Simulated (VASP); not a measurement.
# Be16C (a cell with a defect) in VASP: single point with PBE+D3(BJ)

Aim: the single point of Be16C (a cell with a defect) with PBE+D3(BJ).

All numbers are computed with VASP 6.6.1; they aren't measurements. Logs are shortened: lines on timing, memory, paths and dates and some standing lists are left out, and cuts for length are marked.

## Step 1: The cell of the first run

The cell holds a defect, 17 atoms: a = 4.580 Å, b = 3.966 Å, c = 7.177 Å, α = 90.00°, β = 90.00°, γ = 90.00°.

## Step 2: Single point, PBE+D3(BJ)

INCAR

```
PREC = Accurate
ENCUT = 520
EDIFF = 1E-6
ISMEAR = 0
SIGMA = 0.15
LREAL = Auto
LASPH = True
NELM = 80
ALGO = Normal
ISIF = 2
LWAVE = False
LCHARG = True
GGA = PE
IVDW = 12
LELF = True
LVHAR = True
NBANDS = 32
```

KPOINTS

```
regular mesh
0
Gamma
  5 5 3
```

POSCAR

```
Be16C
1.0
   -2.2900000000     -3.9663960000      0.0000000000
    3.4350000000     -1.9831980000      0.0000000000
    0.0000000000      0.0000000000      7.1768600000
Be C
16 1
Direct
    0.7285141421      0.5096245664      0.0075250179
    0.4990123728      0.3364088308      0.2561086603
    0.7437757031      0.4929820554      0.4932566610
    0.4990293154      0.3003336629      0.7419597150
    0.4989587995      0.0322790832      0.0083423670
    0.2542609970      0.8397009267      0.2568387846
    0.4990667787     -0.0037013324      0.4941149751
    0.2693518744      0.8229000851      0.7427536555
    0.2695841402      0.5096715228      0.0075206985
   -0.0009626525      0.3328327586      0.2563630892
    0.2542836368      0.4930659471      0.4932533169
   -0.0009516484      0.3358785226      0.7319096374
   -0.0010452917     -0.0038054492      0.0178509822
    0.7437849132      0.8396798985      0.2568658160
   -0.0009233532     -0.0002836911      0.4936973830
    0.7287421276      0.8228624373      0.7427546309
   -0.0009489581      0.6656768227     -0.1249225985
```

Potentials or basis: VASP PAW PBE potentials, release 64 (Be, C).

Command:

```bash
$ cat potpaw_PBE.64/Be/POTCAR potpaw_PBE.64/C/POTCAR > POTCAR
$ mpirun -np 1 vasp_std > vasp.out
```

OUTCAR:

```text
PREC = Accurate
   ENCUT = 520
   EDIFF = 1E-6
   ISMEAR = 0
   LREAL = Auto
   LASPH = True
   NELM = 80
   ISIF = 2
   GGA = PE
   IVDW = 12
 IVDW          = 12

 ion  position               nearest neighbor table
   1  0.729  0.510  0.008-  17 1.68   9 2.10   5 2.17   2 2.18  14 2.22  16 2.27  10 2.28  13 2.29
                             5 2.32   4 2.33  13 2.38
   2  0.499  0.336  0.256-  11 2.13   3 2.13   5 2.15   7 2.18   9 2.18   1 2.18   6 2.27  14 2.27
                            14 2.29   6 2.29  10 2.29  10 2.29
   3  0.744  0.493  0.493-   2 2.13  10 2.16  12 2.17  14 2.18  16 2.22  11 2.24   4 2.24   7 2.27
                            15 2.28   7 2.29  15 2.33  11 2.34
   4  0.499  0.300  0.742-   7 2.15   8 2.17  16 2.17   5 2.19   3 2.24  11 2.24  12 2.30  12 2.30
                            16 2.32   8 2.32   9 2.33   1 2.33
   5  0.499  0.032  0.008-   2 2.15   9 2.17   1 2.17   4 2.19   6 2.24  14 2.24  13 2.30  13 2.30
                             9 2.32   1 2.32   8 2.33  16 2.33
   6  0.254  0.840  0.257-   7 2.13  15 2.16  13 2.17  11 2.18   9 2.22   5 2.24  14 2.24   2 2.27
                            10 2.28   2 2.29  10 2.33  14 2.34
   7  0.499  0.996  0.494-  14 2.13   6 2.13   4 2.15   2 2.18  16 2.18   8 2.18   3 2.27  11 2.27
                            11 2.29   3 2.29  15 2.29  15 2.29
   8  0.269  0.823  0.743-  17 1.68  16 2.10   4 2.17   7 2.18  11 2.22   9 2.27  15 2.28  12 2.30
                             4 2.32   5 2.33  12 2.38
   9  0.270  0.510  0.008-  17 1.68   1 2.10   5 2.17   2 2.18   6 2.22   8 2.27  10 2.28  13 2.29
                             5 2.32   4 2.33  13 2.39
  10  0.999  0.333  0.256-  15 2.16   3 2.16  11 2.16  13 2.17   6 2.28  14 2.28   1 2.28   9 2.28
                             2 2.29   2 2.29  14 2.33   6 2.33
  11  0.254  0.493  0.493-   2 2.13  10 2.16  12 2.17   6 2.18   8 2.22   3 2.24   4 2.24   7 2.27
                            15 2.28   7 2.29  15 2.32   3 2.34
  12  0.999  0.336  0.732-  17 1.66   3 2.17  11 2.17  15 2.17   4 2.30   4 2.30  16 2.30   8 2.30
                             8 2.38  16 2.38
  13  0.999  0.996  0.018-  17 1.66  14 2.17   6 2.17  10 2.17   1 2.29   9 2.29   5 2.30   5 2.30
                             1 2.38   9 2.39
  14  0.744  0.840  0.257-   7 2.13  15 2.16  13 2.17   3 2.18   1 2.22   5 2.24   6 2.24   2 2.27
                            10 2.28   2 2.29  10 2.33   6 2.34
  15  0.999  1.000  0.494-  10 2.16   6 2.16  14 2.16  12 2.17   3 2.28  11 2.28   8 2.28  16 2.28
                             7 2.29   7 2.29  11 2.32   3 2.33
  16  0.729  0.823  0.743-  17 1.68   8 2.10   4 2.17   7 2.18   3 2.22   1 2.27  15 2.28  12 2.30
                             4 2.32   5 2.33  12 2.38
  17  0.999  0.666  0.875-  12 1.66  13 1.66   9 1.68   1 1.68  16 1.68   8 1.68

  LATTYP: Found a simple orthorhombic cell.
 ALAT       =     3.9663962620
 B/A-ratio  =     1.1547004875
 C/A-ratio  =     1.8094157835

  Lattice vectors:

 A1 = (  -3.4350000000,   1.9831980000,   0.0000000000)
 A2 = (  -2.2900000000,  -3.9663960000,   0.0000000000)
 A3 = (   0.0000000000,   0.0000000000,   7.1768600000)

Analysis of symmetry for initial positions (statically):
=====================================================================
 Subroutine PRICEL returns:
 Original cell was already a primitive cell.

 Routine SETGRP: Setting up the symmetry group for a
 simple orthorhombic supercell.

 Subroutine GETGRP returns: Found  1 space group operations
 (whereof  1 operations were pure point group operations)
 out of a pool of  8 trial point group operations.

The static configuration has the point symmetry C_1 .

Analysis of symmetry for dynamics (positions and initial velocities):
=====================================================================
 Subroutine PRICEL returns:
 Original cell was already a primitive cell.

 Routine SETGRP: Setting up the symmetry group for a
 simple orthorhombic supercell.

 Subroutine GETGRP returns: Found  1 space group operations
 (whereof  1 operations were pure point group operations)
 out of a pool of  8 trial point group operations.

The dynamic configuration has the point symmetry C_1 .

 Subroutine INISYM returns: Found  1 space group operations
 (whereof  1 operations are pure point group operations),
 and found     1 'primitive' translations

----------------------------------------------------------------------------------------

                                     Primitive cell

  volume of cell :     130.3755

  direct lattice vectors                    reciprocal lattice vectors
    -2.290000000 -3.966396000  0.000000000    -0.109170306 -0.189088533  0.000000000
[... 58 lines left out ...]
     0.000000000  0.000000000  0.046445567     0.000000000  0.000000000  0.333333333

  Length of vectors
     0.043668125  0.050423605  0.046445567

  Shift w.r.t. Gamma in fractional coordinates (k-lattice)
     0.000000000  0.000000000  0.000000000

 Subroutine IBZKPT returns following result:
 ===========================================

 Found     38 irreducible k-points:

 Following reciprocal coordinates:
            Coordinates               Weight
  0.000000  0.000000  0.000000      1.000000
  0.200000  0.000000  0.000000      2.000000
  0.400000  0.000000  0.000000      2.000000
  0.000000  0.200000  0.000000      2.000000
  0.200000  0.200000  0.000000      2.000000
 -0.200000  0.200000  0.000000      2.000000
[... 16 lines left out ...]
  0.200000 -0.200000 -0.333333      2.000000
 -0.200000 -0.200000  0.333333      2.000000
 [... further k-points ...]
   k-points           NKPTS =     38   k-points in BZ     NKDIM =     38   number of bands    NBANDS=     32
   number of dos      NEDOS =    301   number of ions     NIONS =     17
   total plane-waves  NPLWV =  58320
   dimension x,y,z NGX =    36 NGY =   30 NGZ =   54
   dimension x,y,z NGXF=    72 NGYF=   60 NGZF=  108
   ions per type =              16   1
   NGX,Y,Z   is equivalent  to a cutoff of  13.07, 12.57, 12.51 a.u.
   NGXF,Y,Z  is equivalent  to a cutoff of  26.13, 25.15, 25.02 a.u.
 SYSTEM =  unknown system
   PREC   = accura    normal or accurate (medium, high low for compatibility)
   ISTART =      0    job   : 0-new  1-cont  2-samecut
   ICHARG =      2    charge: 1-file 2-atom 10-const
   ISPIN  =      1    spin polarized calculation?
   LNONCOLLINEAR =      F non collinear calculations
   LSORBIT =      F    spin-orbit coupling
   LASPH  =      T    aspherical Exc in radial PAW
   ENCUT  =  520.0 eV  38.22 Ry    6.18 a.u.   8.52  7.37 13.34*2*pi/ulx,y,z
   NELM   =     80;   NELMIN=  2; NELMDL= -5     # of ELM steps
   EDIFF  = 0.1E-05   stopping-criterion for ELM
   LREAL  =      T    real-space projection
   EDIFFG = 0.1E-04   stopping-criterion for IOM
   NSW    =      0    number of steps for IOM
   IBRION =     -1    ionic relax: 0-MD 1-quasi-New 2-CG
   NFREE  =      0    steps in history (QN), initial steepest desc. (CG)
   ISIF   =      2    stress and relaxation
   ISYM   =      2    0-nonsym 1-usesym 2-fastsym
   POTIM  = 0.5000    time-step for ionic-motion
   TEBEG  =    0.0;   TEEND  =   0.0 temperature during run
   PSTRESS=    0.0 pullay stress
   NELECT =      36.0000    total number of electrons
   NUPDOWN=      -1.0000    fix difference up-down
   EMIN   =  10.00;   EMAX   =-10.00  energy-range for DOS
   EFERMI =   0.00;   METHOD = LEGACY
   ISMEAR =     0;   SIGMA  =   0.15  broadening in eV -4-tet -1-fermi 0-gaus
   EFERMI_NEDOS =   21; number of points for ismear=-14 and -15
   IALGO  =     38    algorithm
   IMIX   =      4    mixing-type and parameters
     AMIX     =   0.40;   BMIX     =  1.00
     AMIX_MAG =   1.60;   BMIX_MAG =  1.00
  volume/ion in A,a.u.               =       7.67        51.75
  Fermi-wavevector in a.u.,A,eV,Ry     =   1.066049  2.014540 15.462471  1.136460
  Thomas-Fermi vector in A             =   2.201620
   LORBIT       =      0    0 simple, 1 ext, 2 COOP (PROOUT), +10 PAW based schemes
   GGA     = PE    functional components
   LHFCALC =     F    Hartree Fock is set to
   AEXX    =    0.0000 exact exchange contribution
   IVDW    =    12    specifies the selected vdW correction
   LEPSILON=     F    determine dielectric tensor
   LRPA    =     F    only Hartree local field effects (RPA)
 non-spin polarized calculation
 Gauss-broadening in eV      SIGMA  =   0.15
  energy-cutoff  :      520.00
  volume of cell :      130.38
 maximum number of plane-waves:      3529
 NGX is ok and might be reduce to    36
   NGX = 17   NGY = 15   NGZ = 27

 number of electron      36.0000000 magnetization

 Free energy of the ion-electron system (eV)
  ---------------------------------------------------
  ext. energy  EPLUGINS =         0.00000000
  ---------------------------------------------------
  free energy    TOTEN  =       -65.96344518 eV

  energy without entropy =      -65.93157460  energy(sigma->0) =      -65.94750989

 E-fermi :   7.3354     XC(G=0): -10.7412

 val. band max:        7.3209410533   @ k =   0.0000   0.0000   0.0000
 cond. band min:       7.3465947510   @ k =  -0.2000   0.2000   0.0000
 fundamental gap:      0.0256536978
 Fermi energy:         7.3353542927

 k-point     1 :       0.0000    0.0000    0.0000
  band No.  band energies     occupation
      1      -6.6672      2.00000
      2      -3.2954      2.00000
      3      -2.2388      2.00000
      4      -0.3042      2.00000
      5       0.1685      2.00000
      6       1.3317      2.00000
[... 781 lines left out ...]
     29      12.6280      0.00000
     30      13.1720      0.00000

 [... further k-points ...]

 [bands above 30 left out]

------------------------ aborting loop because EDIFF is reached ----------------------------------------

 Edisp (eV)   -5.92629

 E8    (eV) :    -2.0399

  FORCE on cell =-STRESS in cart. coord.  units (eV):
  Direction    XX          YY          ZZ          XY          YZ          ZX
  --------------------------------------------------------------------------------------
  -------------------------------------------------------------------------------------
  Total      -1.69109    -0.02622     5.95931     1.44424    -1.41893     2.45906
  in kB     -20.78170    -0.32218    73.23368    17.74815   -17.43719    30.21919
  external pressure =       17.38 kB  Pullay stress =        0.00 kB

 VOLUME and BASIS-vectors are now :
 -----------------------------------------------------------------------------
  energy-cutoff  :      520.00
  volume of cell :      130.38
      direct lattice vectors                 reciprocal lattice vectors
    -2.290000000 -3.966396000  0.000000000    -0.109170306 -0.189088533  0.000000000
     3.435000000 -1.983198000  0.000000000     0.218340611 -0.126059022  0.000000000
     0.000000000  0.000000000  7.176860000     0.000000000  0.000000000  0.139336702

 POSITION                                       TOTAL-FORCE (eV/Angst)
 -----------------------------------------------------------------------------------
      0.08226     -3.90026      0.05401        -0.001309      0.009535      0.014832
      0.01283     -2.64645      1.83806        -0.000788     -0.000574     -0.005040
     -0.00985     -3.92779      3.54003         0.001280     -0.000188      0.002437
     -0.11113     -2.57497      5.32494         0.006411     -0.004585     -0.007095
     -1.03174     -2.04308      0.05987        -0.006891      0.002048      0.005976
      2.30212     -2.67379      1.84330        -0.000910     -0.000708     -0.002909
[... 9 lines left out ...]
      1.15771     -4.52238      5.33065         0.010286      0.003399     -0.016029
     -0.00123     -5.28280      6.28031        -0.000539      0.003809      0.006427
 -----------------------------------------------------------------------------------
    total drift:                               -0.002946      0.003239      0.005823

  FREE ENERGIE OF THE ION-ELECTRON SYSTEM (eV)
  ---------------------------------------------------
  free  energy   TOTEN  =       -71.8897392996 eV

  energy  without entropy=      -71.8578687174  energy(sigma->0) =      -71.87380401
```

Run time: 5 min. Hardware: 1 thread of Intel Xeon Platinum 8259CL at 2.50GHz (Skylake/Cascade Lake), shared host; peak memory 0.28 GiB.

What came out:

- Free energy: -71.8897 eV
- Pressure: 1.7 GPa
- Largest force: 0.024 eV/Å
- Band gap on the k mesh: zero (band 18 reaches 7.77 eV, above the bottom of band 19 at 6.73 eV)
- Dispersion energy per atom: -0.349 eV

Forces in eV/Å, atoms in the order of the input:
```
Be  -0.001  0.010  0.015
Be  -0.001 -0.001 -0.005
Be   0.001  0.000  0.002
Be   0.006 -0.005 -0.007
Be  -0.007  0.002  0.006
Be  -0.001 -0.001 -0.003
Be   0.000  0.001  0.004
Be   0.002 -0.010 -0.016
Be  -0.009 -0.003  0.015
Be  -0.004  0.002 -0.008
Be  -0.001 -0.001  0.002
Be  -0.014  0.008 -0.016
Be   0.014 -0.010  0.017
Be   0.000  0.001 -0.004
Be   0.004 -0.001  0.007
Be   0.010  0.003 -0.016
C   -0.001  0.004  0.006
```

Stress tensor (GPa, compression positive):
```
-2.08  1.77  3.02
 1.77 -0.03 -1.74
 3.02 -1.74  7.32
```

Levels at points of the mesh, in eV from the Fermi level:
```
           k point  band 14  band 15  band 16  band 17  band 18  band 19  band 20  band 21  band 22  band 23
(0.00, 0.00, 0.00)    -3.58    -2.20    -1.21    -1.01    -0.01     0.60     0.69     1.62     1.67     1.88
```
